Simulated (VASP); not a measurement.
# Yb (Im-3m) in VASP: a series of runs

The runs below take Yb through single point, with RPBE, r2SCAN.

Program: VASP 6.6.1. These are calculated values, not measurements. Logs are shortened: lines on timing, memory, paths and dates and some standing lists are left out, and cuts for length are marked.

### 1 The cell of the first run

It takes space group Im-3m (No. 229, cubic). Conventional cell: a = 4.303 Å, b = 4.303 Å, c = 4.303 Å, α = 90.00°, β = 90.00°, γ = 90.00°. Yb (site symmetry m-3m) has 14 Yb at 3.73 to 4.30 Å within 4.9 Å.

### 2 Single point, RPBE, collinear spin, ferromagnetic start

INCAR

```
SYSTEM = Yb
PREC     = Accurate       ! precision mode
ENCUT    = 520            ! plane-wave cutoff, eV
EDIFF    = 1E-6           ! SCF threshold, eV
ISMEAR   = 0              ! smearing method
SIGMA    = 0.1            ! smearing width, eV
LREAL    = .FALSE.        ! projectors in reciprocal space
LASPH    = .TRUE.         ! aspherical terms in the spheres
NELM     = 150            ! most SCF steps
ALGO     = Normal         ! electronic algorithm
ISIF     = 2              ! what is computed and relaxed
LWAVE    = .FALSE.        ! write WAVECAR
LCHARG   = .TRUE.         ! write CHGCAR
ISPIN    = 2              ! spin polarisation
MAGMOM   = 1              ! initial moments
LORBIT   = 11             ! projections on sites
LMAXMIX  = 6              ! l up to which the mixer works
GGA      = RP             ! functional
LELF     = .TRUE.         ! ELF
LVHAR    = .TRUE.       
NBANDS   = 22             ! bands
```

KPOINTS

```
Automatic mesh
0
G
  9 9 9
  0 0 0
```

POSCAR

```
Yb
1.0
   -2.1514830000      2.1514830000      2.1514830000
    2.1514830000     -2.1514830000      2.1514830000
    2.1514830000      2.1514830000     -2.1514830000
Yb
1
Direct
    0.0000000000      0.0000000000      0.0000000000
```

Potentials or basis: VASP PAW PBE potentials, release 64 (Yb).

Command:

```sh
$ cat potpaw_PBE.64/Yb/POTCAR > POTCAR
$ mpirun -np 1 vasp_std > vasp.out
```

OUTCAR:

```text
SYSTEM = Yb
   PREC = Accurate
   ENCUT = 520
   EDIFF = 1E-6
   ISMEAR = 0
   LREAL = .FALSE.
   LASPH = .TRUE.
   NELM = 150
   ISIF = 2
   ISPIN = 2
   LORBIT = 11
   GGA = RP

 ion  position               nearest neighbor table
   1  0.000  0.000  0.000-

  LATTYP: Found a body centered cubic cell.
 ALAT       =     4.3029660000

  Lattice vectors:

 A1 = (  -2.1514830000,   2.1514830000,   2.1514830000)
 A2 = (   2.1514830000,  -2.1514830000,   2.1514830000)
 A3 = (   2.1514830000,   2.1514830000,  -2.1514830000)

Analysis of symmetry for initial positions (statically):
=====================================================================
 Subroutine PRICEL returns:
 Original cell was already a primitive cell.

 Routine SETGRP: Setting up the symmetry group for a
 body centered cubic supercell.

 Subroutine GETGRP returns: Found 48 space group operations
 (whereof 48 operations were pure point group operations)
 out of a pool of 48 trial point group operations.

The static configuration has the point symmetry O_h .

Analysis of symmetry for dynamics (positions and initial velocities):
=====================================================================
 Subroutine PRICEL returns:
 Original cell was already a primitive cell.

 Routine SETGRP: Setting up the symmetry group for a
 body centered cubic supercell.

 Subroutine GETGRP returns: Found 48 space group operations
 (whereof 48 operations were pure point group operations)
 out of a pool of 48 trial point group operations.

The dynamic configuration has the point symmetry O_h .

Analysis of structural, dynamic, and magnetic symmetry:
=====================================================================
 Subroutine PRICEL returns:
 Original cell was already a primitive cell.

 Routine SETGRP: Setting up the symmetry group for a
 body centered cubic supercell.

 Subroutine GETGRP returns: Found 48 space group operations
 (whereof 48 operations were pure point group operations)
 out of a pool of 48 trial point group operations.

The overall configuration has the point symmetry O_h .

 Subroutine INISYM returns: Found 48 space group operations
 (whereof 48 operations are pure point group operations),
 and found     1 'primitive' translations

----------------------------------------------------------------------------------------

                                     Primitive cell

  volume of cell :      39.8358

  direct lattice vectors                    reciprocal lattice vectors
    -2.151483000  2.151483000  2.151483000     0.000000000  0.232397839  0.232397839
     2.151483000 -2.151483000  2.151483000     0.232397839  0.000000000  0.232397839
     2.151483000  2.151483000 -2.151483000     0.232397839  0.232397839  0.000000000

  length of vectors
     3.726477868  3.726477868  3.726477868     0.328660176  0.328660176  0.328660176

  position of ions in fractional coordinates (direct lattice)
     0.000000000  0.000000000  0.000000000

  ion indices of the primitive-cell ions
   primitive index   ion index
                 1           1

----------------------------------------------------------------------------------------

 KPOINTS: Automatic mesh

Automatic generation of k-mesh.
 Grid dimensions read from file:
 generate k-points for:    9    9    9

 Generating k-lattice:

  Cartesian coordinates                     Fractional coordinates (reciprocal lattice)
     0.000000000  0.025821982  0.025821982     0.111111111  0.000000000  0.000000000
     0.025821982  0.000000000  0.025821982     0.000000000  0.111111111  0.000000000
     0.025821982  0.025821982  0.000000000     0.000000000  0.000000000  0.111111111

  Length of vectors
     0.036517797  0.036517797  0.036517797

  Shift w.r.t. Gamma in fractional coordinates (k-lattice)
     0.000000000  0.000000000  0.000000000

 Subroutine IBZKPT returns following result:
 ===========================================

 Found     35 irreducible k-points:

 Following reciprocal coordinates:
            Coordinates               Weight
  0.000000  0.000000  0.000000      1.000000
  0.111111  0.000000  0.000000     12.000000
  0.222222  0.000000  0.000000     12.000000
  0.333333  0.000000  0.000000     12.000000
  0.444444  0.000000  0.000000     12.000000
  0.111111  0.111111  0.000000     24.000000
[... 16 lines left out ...]
 -0.333333  0.444444  0.111111     48.000000
 -0.444444 -0.444444  0.111111     24.000000
 [... further k-points ...]
   k-points           NKPTS =     35   k-points in BZ     NKDIM =     35   number of bands    NBANDS=     22
   number of dos      NEDOS =    301   number of ions     NIONS =      1
   total plane-waves  NPLWV =  21952
   dimension x,y,z NGX =    28 NGY =   28 NGZ =   28
   dimension x,y,z NGXF=    56 NGYF=   56 NGZF=   56
   ions per type =               1
   NGX,Y,Z   is equivalent  to a cutoff of  12.49, 12.49, 12.49 a.u.
   NGXF,Y,Z  is equivalent  to a cutoff of  24.98, 24.98, 24.98 a.u.
 SYSTEM =  Yb
   PREC   = accura    normal or accurate (medium, high low for compatibility)
   ISTART =      0    job   : 0-new  1-cont  2-samecut
   ICHARG =      2    charge: 1-file 2-atom 10-const
   ISPIN  =      2    spin polarized calculation?
   LNONCOLLINEAR =      F non collinear calculations
   LSORBIT =      F    spin-orbit coupling
   LASPH  =      T    aspherical Exc in radial PAW
   ENCUT  =  520.0 eV  38.22 Ry    6.18 a.u.   6.93  6.93  6.93*2*pi/ulx,y,z
   NELM   =    150;   NELMIN=  2; NELMDL= -5     # of ELM steps
   EDIFF  = 0.1E-05   stopping-criterion for ELM
   LREAL  =      F    real-space projection
   EDIFFG = 0.1E-04   stopping-criterion for IOM
   NSW    =      0    number of steps for IOM
   IBRION =     -1    ionic relax: 0-MD 1-quasi-New 2-CG
   NFREE  =      0    steps in history (QN), initial steepest desc. (CG)
   ISIF   =      2    stress and relaxation
   ISYM   =      2    0-nonsym 1-usesym 2-fastsym
   POTIM  = 0.5000    time-step for ionic-motion
   TEBEG  =    0.0;   TEEND  =   0.0 temperature during run
   PSTRESS=    0.0 pullay stress
   NELECT =      24.0000    total number of electrons
   NUPDOWN=      -1.0000    fix difference up-down
   EMIN   =  10.00;   EMAX   =-10.00  energy-range for DOS
   EFERMI =   0.00;   METHOD = LEGACY
   ISMEAR =     0;   SIGMA  =   0.10  broadening in eV -4-tet -1-fermi 0-gaus
   EFERMI_NEDOS =   21; number of points for ismear=-14 and -15
   IALGO  =     38    algorithm
   IMIX   =      4    mixing-type and parameters
     AMIX     =   0.40;   BMIX     =  1.00
     AMIX_MAG =   1.60;   BMIX_MAG =  1.00
  volume/ion in A,a.u.               =      39.84       268.83
  Fermi-wavevector in a.u.,A,eV,Ry     =   1.382677  2.612880 26.011550  1.911795
  Thomas-Fermi vector in A             =   2.507346
   LORBIT       =     11    0 simple, 1 ext, 2 COOP (PROOUT), +10 PAW based schemes
   GGA     = RP    functional components
   LHFCALC =     F    Hartree Fock is set to
   AEXX    =    0.0000 exact exchange contribution
   IVDW    =     0    specifies the selected vdW correction
   LEPSILON=     F    determine dielectric tensor
   LRPA    =     F    only Hartree local field effects (RPA)
 spin polarized calculation
 Gauss-broadening in eV      SIGMA  =   0.10
  energy-cutoff  :      520.00
  volume of cell :       39.84
 maximum number of plane-waves:      1097
   NGX = 13   NGY = 13   NGZ = 13

 number of electron      24.0000000 magnetization      -0.2957334

 number of electron      24.0000000 magnetization       0.0000050

 Free energy of the ion-electron system (eV)
  ---------------------------------------------------
  ext. energy  EPLUGINS =         0.00000000
  ---------------------------------------------------
  free energy    TOTEN  =        -3.28348825 eV

  energy without entropy =       -3.27797475  energy(sigma->0) =       -3.28073150

 E-fermi :   1.3818     XC(G=0):  -8.8507

 val. band max:        1.3804989202   @ k =  -0.4444  -0.4444   0.2222
 cond. band min:       1.4010625078   @ k =  -0.4444  -0.4444   0.2222
 fundamental gap:      0.0205635876
 Fermi energy:         1.3817848755

 spin component 1

 k-point     1 :       0.0000    0.0000    0.0000
  band No.  band energies     occupation
      1     -50.4490      1.00000
      2     -22.6834      1.00000
      3     -22.6834      1.00000
      4     -22.6834      1.00000
      5      -3.5243      1.00000
      6       0.9952      1.00000
[... 14 lines left out ...]
     21      16.9871      0.00000
     22      16.9871      0.00000

 k-point     2 :       0.1111    0.0000    0.0000
  band No.  band energies     occupation
      1     -50.4477      1.00000
      2     -22.7121      1.00000
      3     -22.6929      1.00000
      4     -22.6834      1.00000
      5      -3.2535      1.00000
      6       0.9969      1.00000
[... 14 lines left out ...]
     21      15.0226      0.00000
     22      15.0271      0.00000
[... 523 lines left out ...]
     21      14.5757      0.00000
     22      16.6147      0.00000

 k-point    24 :      -0.4444   -0.4444    0.1111
  band No.  band energies     occupation
      1     -50.4360      1.00000
      2     -22.8980      1.00000
      3     -22.7991      1.00000
      4     -22.7216      1.00000
      5       0.5195      1.00000
      6       0.9914      1.00000
[... 14 lines left out ...]
     21      14.9004      0.00000
     22      16.2845      0.00000

 [... further k-points ...]

 spin component 2

 k-point     1 :       0.0000    0.0000    0.0000
  band No.  band energies     occupation
      1     -50.4491      1.00000
      2     -22.6834      1.00000
      3     -22.6834      1.00000
      4     -22.6834      1.00000
      5      -3.5241      1.00000
      6       0.9951      1.00000
[... 14 lines left out ...]
     21      16.9873      0.00000
     22      16.9873      0.00000

 k-point     2 :       0.1111    0.0000    0.0000
  band No.  band energies     occupation
      1     -50.4478      1.00000
      2     -22.7121      1.00000
      3     -22.6930      1.00000
      4     -22.6834      1.00000
      5      -3.2533      1.00000
      6       0.9967      1.00000
[... 14 lines left out ...]
     21      15.0227      0.00000
     22      15.0272      0.00000
[... 523 lines left out ...]
     21      14.5758      0.00000
     22      16.6148      0.00000

 k-point    24 :      -0.4444   -0.4444    0.1111
  band No.  band energies     occupation
      1     -50.4360      1.00000
      2     -22.8980      1.00000
      3     -22.7991      1.00000
      4     -22.7216      1.00000
      5       0.5196      1.00000
      6       0.9913      1.00000
[... 14 lines left out ...]
     21      14.9006      0.00000
     22      16.2846      0.00000

 [... further k-points ...]
[... 5 lines left out ...]
  --------------------------------------------------------------------------------------
  -------------------------------------------------------------------------------------
  Total       -0.0788846     -0.0788846     -0.0788846     -0.0000000     -0.0000000     -0.0000000
  in kB       -3.1727005     -3.1727005     -3.1727005     -0.0000000     -0.0000000     -0.0000000
  external PRESSURE =      -3.1727005 kB  Pullay stress =       0.0000000 kB

 VOLUME and BASIS-vectors are now :
 -----------------------------------------------------------------------------
  energy-cutoff  :      520.00
  volume of cell :       39.84
      direct lattice vectors                 reciprocal lattice vectors
    -2.151483000  2.151483000  2.151483000     0.000000000  0.232397839  0.232397839
     2.151483000 -2.151483000  2.151483000     0.232397839  0.000000000  0.232397839
     2.151483000  2.151483000 -2.151483000     0.232397839  0.232397839  0.000000000

 POSITION                                       TOTAL-FORCE (eV/Angst)
 -----------------------------------------------------------------------------------
      0.00000      0.00000      0.00000         0.000000      0.000000      0.000000
 -----------------------------------------------------------------------------------
    total drift:                               -0.000000     -0.000000     -0.000000

  FREE ENERGIE OF THE ION-ELECTRON SYSTEM (eV)
  ---------------------------------------------------
  free  energy   TOTEN  =        -3.2834882452 eV

  energy  without entropy=       -3.2779747524  energy(sigma->0) =       -3.28073150

 total charge

# of ion       s       p       d       f       tot
--------------------------------------------------
    1        2.208   6.017   0.236  13.642  22.104

 magnetization (x)

# of ion       s       p       d       f       tot
--------------------------------------------------
    1        0.000   0.000   0.000  -0.000  -0.000
```

Wall time 2.7 min (1 thread of Intel Xeon Platinum 8375C at 2.90GHz (Ice Lake), shared host); peak memory 0.22 GiB.

Results:

```
Free energy                                           : -3.2835 eV
Pressure                                              : -0.3 GPa
Band gap on the k mesh                                : zero (filled and empty bands overlap)
Net moment                                            : 0.00 μB per cell
Valence electrons inside the program's atomic spheres : Yb 22.10
```

Levels at points of the mesh, in eV from the Fermi level:
Spin up:
```csv
k point,band 8,band 9,band 10,band 11,band 12,band 13,band 14,band 15,band 16,band 17
"(0.00, 0.00, 0.00)",-0.39,-0.28,-0.28,-0.28,-0.26,2.87,2.87,2.87,4.58,4.58
```
Spin down:
| k point | band 9 | band 10 | band 11 | band 12 | band 13 | band 14 | band 15 | band 16 |
| --- | --- | --- | --- | --- | --- | --- | --- | --- |
| (0.00, 0.00, 0.00) | -0.28 | -0.28 | -0.28 | -0.26 | 2.87 | 2.87 | 2.87 | 4.58 |

Caveat: the PAW data sets were made with another functional, which shifts forces and pressure a little; spin-orbit coupling is left out, which moves the levels of the heavy elements.

### 3 Single point, r2SCAN, collinear spin, ferromagnetic start

This run uses another cell than the first one, of 40.63 Å³/atom, 1.020 times its volume.

POSCAR

```
Yb
1.0
   -2.1657316470      2.1657316470      2.1657316470
    2.1657316470     -2.1657316470      2.1657316470
    2.1657316470      2.1657316470     -2.1657316470
Yb
1
Direct
    0.0000000000      0.0000000000      0.0000000000
```

INCAR.step1

```
SYSTEM = Yb
  PREC = Accurate
  ENCUT = 520
  ISMEAR = -1
  SIGMA = 0.05
  LREAL = .FALSE.
  LASPH = .TRUE.
  NELM = 150
  ISPIN = 2
  MAGMOM = 1
  LMAXMIX = 6
  NBANDS = 22
  GGA = PE
  ALGO = Normal
  EDIFF = 1E-4
  LWAVE = .TRUE.
  LCHARG = .FALSE.
```

INCAR.step2

```
SYSTEM = Yb
  PREC = Accurate
  ENCUT = 520
  EDIFF = 1E-7
  ISMEAR = -1
  SIGMA = 0.05
  LREAL = .FALSE.
  LASPH = .TRUE.
  NELM = 150
  ALGO = Normal
  ISIF = 2
  LWAVE = .FALSE.
  LCHARG = .FALSE.
  ISPIN = 2
  MAGMOM = 1
  LORBIT = 11
  LMAXMIX = 6
  METAGGA = R2SCAN
  LMIXTAU = .TRUE.
  NBANDS = 22
  ISTART = 1
```

KPOINTS

```
regular mesh
0
G
  9 9 9
  0 0 0
```

Potentials or basis: VASP PAW PBE potentials, release 64 (Yb).

Command:

```sh
$ cat potpaw_PBE.64/Yb/POTCAR > POTCAR
$ cp INCAR.step1 INCAR
$ mpirun -np 1 vasp_std > vasp.out
$ cp INCAR.step2 INCAR
$ mpirun -np 1 vasp_std > vasp.out
```

Run time: 9.5 min. Hardware: 1 thread of AMD EPYC 9R45 (Zen 5), shared host; peak memory 0.2 GiB.

It converged, with:

- Free energy: -35.4829 eV
- Pressure: -3.1 GPa
- Band gap on the k mesh: zero (filled and empty bands overlap)
- Net moment: 0.00 μB per cell
- Valence electrons inside the program's atomic spheres: Yb 21.95

Levels at points of the mesh, in eV from the Fermi level:
Spin up:
```
           k point  band 10  band 11  band 12  band 13  band 14  band 15
(0.00, 0.00, 0.00)    -0.32    -0.32    -0.32     3.13     3.13     3.13
```
Spin down:
| k point | band 10 | band 11 | band 12 | band 13 | band 14 | band 15 |
| --- | --- | --- | --- | --- | --- | --- |
| (0.00, 0.00, 0.00) | -0.32 | -0.32 | -0.32 | 3.13 | 3.13 | 3.13 |

Caveat: the PAW data sets were made with another functional, which shifts forces and pressure a little; spin-orbit coupling is left out, which moves the levels of the heavy elements. The state reached can hang on the start; a lower one may exist.
